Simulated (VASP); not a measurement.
# AlN (F-43m) in VASP: a series of runs

AlN is run at these levels: PBEsol; tasks: single point.

Program: VASP 6.6.1. These are calculated values, not measurements. Logs are shortened: lines on timing, memory, paths and dates and some standing lists are left out, and cuts for length are marked.

### Step 1. The cell of the first run

It takes space group F-43m (No. 216, cubic). Conventional cell: a = 4.312 Å, b = 4.312 Å, c = 4.312 Å, α = 90.00°, β = 90.00°, γ = 90.00°. Within 2.5 Å of Al (site symmetry -43m) lie 4 N at 1.87 Å. N (site symmetry -43m) has 4 Al at 1.87 Å within 2.5 Å.

### Step 2. Single point, PBEsol

INCAR

```
ALGO = Normal
EDIFF = 1E-6
ENCUT = 520
GGA = PS
ISIF = 2
ISMEAR = 0
LASPH = True
LCHARG = False
LREAL = False
LWAVE = False
NBANDS = 11
NELM = 80
PREC = Accurate
SIGMA = 0.01
```

KPOINTS

```
k-points
0
Gamma
  8 8 8
```

POSCAR

```
AlN
1.0
    0.0000000000      2.1557792828      2.1557792828
    2.1557792828      0.0000000000      2.1557792828
    2.1557792828      2.1557792828      0.0000000000
Al N
1 1
Direct
    0.0000000000      0.0000000000      0.0000000000
    0.7500000000      0.7500000000      0.7500000000
```

Potentials or basis: VASP PAW PBE potentials, release 64 (Al, N).

Started as:

```bash
cat potpaw_PBE.64/Al/POTCAR potpaw_PBE.64/N/POTCAR > POTCAR
mpirun -np 1 vasp_std > vasp.out
```

OUTCAR:

```text
EDIFF = 1E-6
   ENCUT = 520
   GGA = PS
   ISIF = 2
   ISMEAR = 0
   LASPH = True
   LREAL = False
   NELM = 80
   PREC = Accurate

 ion  position               nearest neighbor table
   1  0.000  0.000  0.000-   2 1.87   2 1.87   2 1.87   2 1.87
   2  0.750  0.750  0.750-   1 1.87   1 1.87   1 1.87   1 1.87

  LATTYP: Found a face centered cubic cell.
 ALAT       =     4.3115585656

  Lattice vectors:

 A1 = (   0.0000000000,   2.1557792828,   2.1557792828)
 A2 = (   2.1557792828,   0.0000000000,   2.1557792828)
 A3 = (   2.1557792828,   2.1557792828,   0.0000000000)

Analysis of symmetry for initial positions (statically):
=====================================================================
 Subroutine PRICEL returns:
 Original cell was already a primitive cell.

 Routine SETGRP: Setting up the symmetry group for a
 face centered cubic supercell.

 Subroutine GETGRP returns: Found 24 space group operations
 (whereof 24 operations were pure point group operations)
 out of a pool of 48 trial point group operations.

The static configuration has the point symmetry T_d .

Analysis of symmetry for dynamics (positions and initial velocities):
=====================================================================
 Subroutine PRICEL returns:
 Original cell was already a primitive cell.

 Routine SETGRP: Setting up the symmetry group for a
 face centered cubic supercell.

 Subroutine GETGRP returns: Found 24 space group operations
 (whereof 24 operations were pure point group operations)
 out of a pool of 48 trial point group operations.

The dynamic configuration has the point symmetry T_d .

 Subroutine INISYM returns: Found 24 space group operations
 (whereof 24 operations are pure point group operations),
 and found     1 'primitive' translations

----------------------------------------------------------------------------------------

                                     Primitive cell

  volume of cell :      20.0375

  direct lattice vectors                    reciprocal lattice vectors
     0.000000000  2.155779283  2.155779283    -0.231934690  0.231934690  0.231934690
     2.155779283  0.000000000  2.155779283     0.231934690 -0.231934690  0.231934690
     2.155779283  2.155779283  0.000000000     0.231934690  0.231934690 -0.231934690

  length of vectors
     3.048732299  3.048732299  3.048732299     0.401722667  0.401722667  0.401722667

  position of ions in fractional coordinates (direct lattice)
     0.000000000  0.000000000  0.000000000
     0.750000000  0.750000000  0.750000000

  ion indices of the primitive-cell ions
   primitive index   ion index
                 1           1
                 2           2

----------------------------------------------------------------------------------------

 KPOINTS: k-points

Automatic generation of k-mesh.
 Grid dimensions read from file:
 generate k-points for:    8    8    8

 Generating k-lattice:

  Cartesian coordinates                     Fractional coordinates (reciprocal lattice)
    -0.028991836  0.028991836  0.028991836     0.125000000  0.000000000  0.000000000
     0.028991836 -0.028991836  0.028991836     0.000000000  0.125000000  0.000000000
     0.028991836  0.028991836 -0.028991836     0.000000000  0.000000000  0.125000000

  Length of vectors
     0.050215333  0.050215333  0.050215333

  Shift w.r.t. Gamma in fractional coordinates (k-lattice)
     0.000000000  0.000000000  0.000000000

 Subroutine IBZKPT returns following result:
 ===========================================

 Found     29 irreducible k-points:

 Following reciprocal coordinates:
            Coordinates               Weight
  0.000000  0.000000  0.000000      1.000000
  0.125000  0.000000  0.000000      8.000000
  0.250000  0.000000  0.000000      8.000000
  0.375000  0.000000  0.000000      8.000000
  0.500000  0.000000  0.000000      4.000000
  0.125000  0.125000  0.000000      6.000000
[... 16 lines left out ...]
  0.500000  0.250000  0.125000     48.000000
 -0.375000  0.250000  0.125000     24.000000
 [... further k-points ...]
   k-points           NKPTS =     29   k-points in BZ     NKDIM =     29   number of bands    NBANDS=     11
   number of dos      NEDOS =    301   number of ions     NIONS =      2
   total plane-waves  NPLWV =  13824
   dimension x,y,z NGX =    24 NGY =   24 NGZ =   24
   dimension x,y,z NGXF=    48 NGYF=   48 NGZF=   48
   ions per type =               1   1
   NGX,Y,Z   is equivalent  to a cutoff of  13.09, 13.09, 13.09 a.u.
   NGXF,Y,Z  is equivalent  to a cutoff of  26.17, 26.17, 26.17 a.u.
 SYSTEM =  unknown system
   PREC   = accura    normal or accurate (medium, high low for compatibility)
   ISTART =      0    job   : 0-new  1-cont  2-samecut
   ICHARG =      2    charge: 1-file 2-atom 10-const
   ISPIN  =      1    spin polarized calculation?
   LNONCOLLINEAR =      F non collinear calculations
   LSORBIT =      F    spin-orbit coupling
   LASPH  =      T    aspherical Exc in radial PAW
   ENCUT  =  520.0 eV  38.22 Ry    6.18 a.u.   5.67  5.67  5.67*2*pi/ulx,y,z
   NELM   =     80;   NELMIN=  2; NELMDL= -5     # of ELM steps
   EDIFF  = 0.1E-05   stopping-criterion for ELM
   LREAL  =      F    real-space projection
   EDIFFG = 0.1E-04   stopping-criterion for IOM
   NSW    =      0    number of steps for IOM
   IBRION =     -1    ionic relax: 0-MD 1-quasi-New 2-CG
   NFREE  =      0    steps in history (QN), initial steepest desc. (CG)
   ISIF   =      2    stress and relaxation
   ISYM   =      2    0-nonsym 1-usesym 2-fastsym
   POTIM  = 0.5000    time-step for ionic-motion
   TEBEG  =    0.0;   TEEND  =   0.0 temperature during run
   PSTRESS=    0.0 pullay stress
   NELECT =       8.0000    total number of electrons
   NUPDOWN=      -1.0000    fix difference up-down
   EMIN   =  10.00;   EMAX   =-10.00  energy-range for DOS
   EFERMI =   0.00;   METHOD = LEGACY
   ISMEAR =     0;   SIGMA  =   0.01  broadening in eV -4-tet -1-fermi 0-gaus
   EFERMI_NEDOS =   21; number of points for ismear=-14 and -15
   IALGO  =     38    algorithm
   IMIX   =      4    mixing-type and parameters
     AMIX     =   0.40;   BMIX     =  1.00
     AMIX_MAG =   1.60;   BMIX_MAG =  1.00
  volume/ion in A,a.u.               =      10.02        67.61
  Fermi-wavevector in a.u.,A,eV,Ry     =   1.205472  2.278012 19.771486  1.453163
  Thomas-Fermi vector in A             =   2.341168
   LORBIT       =      0    0 simple, 1 ext, 2 COOP (PROOUT), +10 PAW based schemes
   GGA     = PS    functional components
   LHFCALC =     F    Hartree Fock is set to
   AEXX    =    0.0000 exact exchange contribution
   IVDW    =     0    specifies the selected vdW correction
   LEPSILON=     F    determine dielectric tensor
   LRPA    =     F    only Hartree local field effects (RPA)
 non-spin polarized calculation
 Gauss-broadening in eV      SIGMA  =   0.01
  energy-cutoff  :      520.00
  volume of cell :       20.04
 maximum number of plane-waves:       560
   NGX = 11   NGY = 11   NGZ = 11

 number of electron       7.9999998 magnetization

 Free energy of the ion-electron system (eV)
  ---------------------------------------------------
  ext. energy  EPLUGINS =         0.00000000
  ---------------------------------------------------
  free energy    TOTEN  =       -15.58247722 eV

  energy without entropy =      -15.58247722  energy(sigma->0) =      -15.58247722

 E-fermi :   6.3215     XC(G=0): -11.3010

 val. band max:        6.2525693995   @ k =   0.0000   0.0000   0.0000
 cond. band min:       9.4563272922   @ k =   0.5000   0.5000   0.0000
 fundamental gap:      3.2037578927
 Fermi energy:         6.3215382296

 k-point     1 :       0.0000    0.0000    0.0000
  band No.  band energies     occupation
      1      -8.9369      2.00000
      2       6.2526      2.00000
      3       6.2526      2.00000
      4       6.2526      2.00000
      5      10.7334      0.00000
      6      19.1084      0.00000
      7      19.1084      0.00000
      8      19.1084      0.00000
      9      24.1525      0.00000
     10      24.1525      0.00000
     11      25.5840      0.00000

 k-point     2 :       0.1250    0.0000    0.0000
  band No.  band energies     occupation
      1      -8.6963      2.00000
      2       5.0548      2.00000
      3       6.1730      2.00000
      4       6.1730      2.00000
      5      11.6663      0.00000
      6      18.5275      0.00000
      7      19.2844      0.00000
      8      19.2844      0.00000
      9      22.5582      0.00000
     10      22.5582      0.00000
     11      24.4953      0.00000

 k-point     3 :       0.2500    0.0000    0.0000
  band No.  band energies     occupation
      1      -8.0329      2.00000
      2       2.9052      2.00000
      3       5.9938      2.00000
      4       5.9938      2.00000
      5      12.9740      0.00000
      6      17.4812      0.00000
      7      18.7956      0.00000
      8      18.7956      0.00000
      9      22.7541      0.00000
     10      22.7541      0.00000
     11      23.7373      0.00000

 k-point     4 :       0.3750    0.0000    0.0000
  band No.  band energies     occupation
      1      -7.1833      2.00000
      2       0.9965      2.00000
      3       5.8305      2.00000
      4       5.8305      2.00000
      5      13.6887      0.00000
      6      16.6333      0.00000
      7      17.8873      0.00000
      8      17.8873      0.00000
      9      24.1150      0.00000
     10      24.8857      0.00000
     11      24.8857      0.00000
[... 239 lines left out ...]
 k-point    22 :       0.3750    0.2500    0.1250
  band No.  band energies     occupation
      1      -7.4970      2.00000
      2       2.5992      2.00000
      3       4.7229      2.00000
      4       5.6372      2.00000
      5      13.1950      0.00000
      6      16.9737      0.00000
      7      17.3809      0.00000
      8      19.7883      0.00000
      9      21.1885      0.00000
     10      25.7087      0.00000
     11      28.2204      0.00000

 k-point    23 :       0.5000    0.2500    0.1250
  band No.  band energies     occupation
      1      -6.7607      2.00000
      2       1.4758      2.00000
      3       4.1148      2.00000
      4       5.2951      2.00000
      5      13.3435      0.00000
      6      16.1208      0.00000
      7      18.0956      0.00000
      8      19.3708      0.00000
      9      22.6150      0.00000
     10      26.2932      0.00000
     11      28.4199      0.00000

 k-point    24 :      -0.3750    0.2500    0.1250
  band No.  band energies     occupation
      1      -6.3894      2.00000
      2       0.9157      2.00000
      3       3.9603      2.00000
      4       5.0992      2.00000
      5      13.3675      0.00000
      6      15.7515      0.00000
      7      18.7036      0.00000
      8      19.2114      0.00000
      9      23.8293      0.00000
     10      25.3389      0.00000
     11      28.7102      0.00000

 [... further k-points ...]
[... 5 lines left out ...]
  --------------------------------------------------------------------------------------
  -------------------------------------------------------------------------------------
  Total        1.2562509      1.2562509      1.2562509     -0.0000000      0.0000000     -0.0000000
  in kB      100.4486487    100.4486487    100.4486487     -0.0000000      0.0000000     -0.0000000
  external PRESSURE =     100.4486487 kB  Pullay stress =       0.0000000 kB

 VOLUME and BASIS-vectors are now :
 -----------------------------------------------------------------------------
  energy-cutoff  :      520.00
  volume of cell :       20.04
      direct lattice vectors                 reciprocal lattice vectors
     0.000000000  2.155779283  2.155779283    -0.231934690  0.231934690  0.231934690
     2.155779283  0.000000000  2.155779283     0.231934690 -0.231934690  0.231934690
     2.155779283  2.155779283  0.000000000     0.231934690  0.231934690 -0.231934690

 POSITION                                       TOTAL-FORCE (eV/Angst)
 -----------------------------------------------------------------------------------
      0.00000      0.00000      0.00000         0.000000      0.000000      0.000000
      3.23367      3.23367      3.23367        -0.000000     -0.000000     -0.000000
 -----------------------------------------------------------------------------------
    total drift:                               -0.000000     -0.000000     -0.000000

  FREE ENERGIE OF THE ION-ELECTRON SYSTEM (eV)
  ---------------------------------------------------
  free  energy   TOTEN  =       -15.5824772229 eV

  energy  without entropy=      -15.5824772229  energy(sigma->0) =      -15.58247722
```

Wall time 17 s (1 thread of AMD EPYC 7R13, shared host); peak memory 0.1 GiB.

What came out:

* Free energy: -15.5825 eV
* Pressure: 10.0 GPa
* Band gap on the k mesh: 3.20 eV, indirect (least direct gap 4.48 eV)

Levels at points of the mesh, in eV from the valence-band top:
| k point | band 2 | band 3 | band 4 | band 5 | band 6 | band 7 |
| --- | --- | --- | --- | --- | --- | --- |
| (0.00, 0.00, 0.00) | 0.00 | 0.00 | 0.00 | 4.48 | 12.86 | 12.86 |
| (0.50, 0.00, 0.00) | -6.08 | -0.49 | -0.49 | 7.64 | 10.03 | 11.28 |
| (0.50, 0.50, 0.00) | -5.07 | -1.83 | -1.83 | 3.20 | 8.71 | 14.41 |

Caveat: the PAW data sets were made with another functional, which shifts forces and pressure a little.

(Part 1 of 2 ends here.)
